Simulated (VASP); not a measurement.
Write the native input for VASP 6.6.1 that does the following.

* Task: single point
* Functional: PBE
* Potentials or basis: VASP PAW PBE potentials, release 64 (W_sv, C)
* Cutoff: 520 eV
* k mesh: 9 × 9 × 1
* Occupations: gaussian, width 0.1 eV
* Spin: no spin polarisation
* Dipole correction: yes
* Further INCAR settings: ALGO = Normal; EDIFF = 1e-06; NBANDS = 31

The structure of W3C lies in POSCAR:

```
W3C
1.0
    2.8545944806      0.0000000000      0.0000000000
   -1.4272972403      2.4721513377      0.0000000000
    0.0000000000      0.0000000000     21.6971108210
W C
3 1
Direct
    0.6666666667      0.3333333333      0.1843563428
    0.3333333333      0.6666666667      0.2926027619
    0.0000000000      0.0000000000      0.4008418859
    0.0000000000      0.0000000000      0.5358829070
```

The input as run:

INCAR

```
SYSTEM = W3C
PREC = Accurate ; ENCUT = 520
EDIFF = 1E-6 ; ISMEAR = 0
SIGMA = 0.1 ; LREAL = .False.
LASPH = .True. ; NELM = 60
ALGO = Normal ; ISIF = 2
LWAVE = .False. ; LCHARG = .False.
LDIPOL = .True. ; IDIPOL = 3
DIPOL = 0.5 0.5 0.353 ; GGA = PE
NBANDS = 31
```

KPOINTS

```
Automatic mesh
0
Gamma
  9 9 1
  0 0 0
```

Potentials or basis: VASP PAW PBE potentials, release 64 (W_sv, C).

Command:

```bash
$ cat potpaw_PBE.64/W_sv/POTCAR potpaw_PBE.64/C/POTCAR > POTCAR
$ mpirun -np 1 vasp_std > vasp.out
```

Results of the run:

```yaml
Largest_force: 1.552 eV/Å
Band_gap_on_the_k_mesh: zero (bands 23 and 24 overlap by 0.69 eV)
```

Caveat: spin-orbit coupling is left out, which moves the levels of the heavy elements.

Run time: 3.8 min on 1 thread of Intel Xeon 8259CL, with other jobs on the host, peak memory 0.3 GiB.
